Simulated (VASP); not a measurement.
# Sc (P6_3/mmc) in VASP: further runs, part 2 of 2

VASP 6.6.1.

## (3) Single point, PBE (strain +0.0100 x Voigt [0, 0, 1, 0, 0, 0])

INCAR reads:

```
SYSTEM = Sc
ALGO = Fast
EDIFF = 1E-6
ENCUT = 520
GGA = PE
ISIF = 2
ISMEAR = 0
LASPH = .True.
LCHARG = .False.
LREAL = .False.
LWAVE = .False.
NBANDS = 18
NELM = 100
PREC = Accurate
SIGMA = 0.15
```

KPOINTS reads:

```
k-points
0
Gamma
  18 18 10
  0 0 0
```

POSCAR reads:

```
Sc
1.0
    3.3087978973      0.0000000000      0.0000000000
   -1.6543989486      2.8655030350      0.0000000000
    0.0000000000      0.0000000000      5.3206800000
Sc
2
Direct
    0.3333333333      0.6666666667      0.2500000000
    0.6666666667      0.3333333333      0.7500000000
```

Potentials or basis: VASP PAW PBE potentials, release 64 (Sc_sv).

On the command line:

```bash
$ cat potpaw_PBE.64/Sc_sv/POTCAR > POTCAR
$ mpirun -np 1 vasp_std > vasp.out
```

OUTCAR:

```text
SYSTEM = Sc
   EDIFF = 1E-6
   ENCUT = 520
   GGA = PE
   ISIF = 2
   ISMEAR = 0
   LASPH = .True.
   LREAL = .False.
   NELM = 100
   PREC = Accurate

 ion  position               nearest neighbor table
   1  0.333  0.667  0.250-   2 3.28   2 3.28   2 3.28   2 3.28   2 3.28   2 3.28
   2  0.667  0.333  0.750-   1 3.28   1 3.28   1 3.28   1 3.28   1 3.28   1 3.28

  LATTYP: Found a hexagonal cell.
 ALAT       =     3.3087978973
 C/A-ratio  =     1.6080401902

  Lattice vectors:

 A1 = (   3.3087978973,   0.0000000000,   0.0000000000)
 A2 = (  -1.6543989486,   2.8655030350,   0.0000000000)
 A3 = (   0.0000000000,   0.0000000000,   5.3206800000)

Analysis of symmetry for initial positions (statically):
=====================================================================
 Subroutine PRICEL returns:
 Original cell was already a primitive cell.

 Routine SETGRP: Setting up the symmetry group for a
 hexagonal supercell.

 Subroutine GETGRP returns: Found 24 space group operations
 (whereof 12 operations were pure point group operations)
 out of a pool of 24 trial point group operations.

The static configuration has the point symmetry D_3d.
 The point group associated with its full space group is D_6h.

Analysis of symmetry for dynamics (positions and initial velocities):
=====================================================================
 Subroutine PRICEL returns:
 Original cell was already a primitive cell.

 Routine SETGRP: Setting up the symmetry group for a
 hexagonal supercell.

 Subroutine GETGRP returns: Found 24 space group operations
 (whereof 12 operations were pure point group operations)
 out of a pool of 24 trial point group operations.

The dynamic configuration has the point symmetry D_3d.
 The point group associated with its full space group is D_6h.

 Subroutine INISYM returns: Found 24 space group operations
 (whereof 12 operations are pure point group operations),
 and found     1 'primitive' translations

[... 110 lines left out ...]
   EFERMI_NEDOS =   21; number of points for ismear=-14 and -15
   IALGO  =     68    algorithm
   IMIX   =      4    mixing-type and parameters
     AMIX     =   0.40;   BMIX     =  1.00
     AMIX_MAG =   1.60;   BMIX_MAG =  1.00
  volume/ion in A,a.u.               =      25.22       170.22
  Fermi-wavevector in a.u.,A,eV,Ry     =   1.241470  2.346039 20.969956  1.541248
  Thomas-Fermi vector in A             =   2.375867
   LORBIT       =      0    0 simple, 1 ext, 2 COOP (PROOUT), +10 PAW based schemes
   GGA     = PE    functional components
   LHFCALC =     F    Hartree Fock is set to
   AEXX    =    0.0000 exact exchange contribution
   IVDW    =     0    specifies the selected vdW correction
   LEPSILON=     F    determine dielectric tensor
   LRPA    =     F    only Hartree local field effects (RPA)
 non-spin polarized calculation
 RMM-DIIS sequential band-by-band and
 Gauss-broadening in eV      SIGMA  =   0.15
  energy-cutoff  :      520.00
  volume of cell :       50.45
 maximum number of plane-waves:      1387
 NGX is ok and might be reduce to    28
   NGX = 13   NGY = 13   NGZ = 19

 number of electron      22.0000004 magnetization

 Free energy of the ion-electron system (eV)
  ---------------------------------------------------
  ext. energy  EPLUGINS =         0.00000000
  ---------------------------------------------------
  free energy    TOTEN  =       -12.51059778 eV

  energy without entropy =      -12.46052915  energy(sigma->0) =      -12.48556347

 E-fermi :   3.5510     XC(G=0):  -9.7862

 val. band max:        3.5509449554   @ k =   0.2222   0.1667   0.0000
 cond. band min:       3.5527358821   @ k =   0.4444   0.1111   0.4000
 fundamental gap:      0.0017909267
 Fermi energy:         3.5509875475

 k-point     1 :       0.0000    0.0000    0.0000
  band No.  band energies     occupation
      1     -45.9327      2.00000
      2     -45.8760      2.00000
      3     -24.7271      2.00000
      4     -24.4146      2.00000
      5     -24.4146      2.00000
      6     -24.3624      2.00000
[... 481 lines left out ...]
      5     -24.5635      2.00000
      6     -24.5076      2.00000
[... 10 lines left out ...]
     17       7.2542      0.00000
     18       7.4968      0.00000

 [... further k-points ...]
[... 5 lines left out ...]
  --------------------------------------------------------------------------------------
  -------------------------------------------------------------------------------------
  Total       -0.1016077     -0.1016077     -0.7877783     -0.0000000      0.0000000      0.0000000
  in kB       -3.2269998     -3.2269998    -25.0193696     -0.0000000      0.0000000      0.0000000
  external PRESSURE =     -10.4911231 kB  Pullay stress =       0.0000000 kB

 VOLUME and BASIS-vectors are now :
 -----------------------------------------------------------------------------
  energy-cutoff  :      520.00
  volume of cell :       50.45
      direct lattice vectors                 reciprocal lattice vectors
     3.308797897  0.000000000  0.000000000     0.302224563  0.174489433  0.000000000
    -1.654398949  2.865503035  0.000000000     0.000000000  0.348978866  0.000000000
     0.000000000  0.000000000  5.320680000     0.000000000  0.000000000  0.187945902

 POSITION                                       TOTAL-FORCE (eV/Angst)
 -----------------------------------------------------------------------------------
     -0.00000      1.91034      1.33017        -0.000000      0.000000      0.000000
      1.65440      0.95517      3.99051         0.000000     -0.000000      0.000000
 -----------------------------------------------------------------------------------
    total drift:                                0.000000     -0.000000      0.000000

  FREE ENERGIE OF THE ION-ELECTRON SYSTEM (eV)
  ---------------------------------------------------
  free  energy   TOTEN  =       -12.5105977816 eV

  energy  without entropy=      -12.4605291498  energy(sigma->0) =      -12.48556347
```

Wall time 2.4 min (1 thread of AMD EPYC 9R45 (Zen 5), shared host); peak memory 0.26 GiB.

What came out:

| Property | Result |
| --- | --- |
| Free energy | -12.5106 eV |
| Pressure | -1.0 GPa |
| Band gap on the k mesh | zero (band 11 reaches 4.40 eV, above the bottom of band 12 at 3.10 eV) |

Levels at points of the mesh, in eV from the Fermi level:
| k point | band 7 | band 8 | band 9 | band 10 | band 11 | band 12 | band 13 | band 14 | band 15 | band 16 |
| --- | --- | --- | --- | --- | --- | --- | --- | --- | --- | --- |
| (0.00, 0.00, 0.00) | -27.91 | -27.90 | -5.09 | -1.67 | 0.34 | 1.59 | 1.59 | 1.64 | 1.98 | 1.98 |
| (0.50, 0.00, 0.00) | -27.99 | -27.96 | -1.57 | -1.02 | -0.68 | -0.28 | 1.16 | 1.43 | 1.70 | 3.71 |
| (0.00, 0.00, 0.50) | -27.94 | -27.94 | -3.64 | -3.64 | 0.85 | 0.85 | 1.54 | 1.54 | 1.54 | 1.54 |
| (0.50, 0.00, 0.50) | -28.00 | -28.00 | -1.44 | -1.44 | 0.03 | 0.03 | 1.22 | 1.22 | 2.38 | 2.38 |

Caveat: the cell differs from its parent crystal (strain +0.0100 x Voigt [0, 0, 1, 0, 0, 0]).
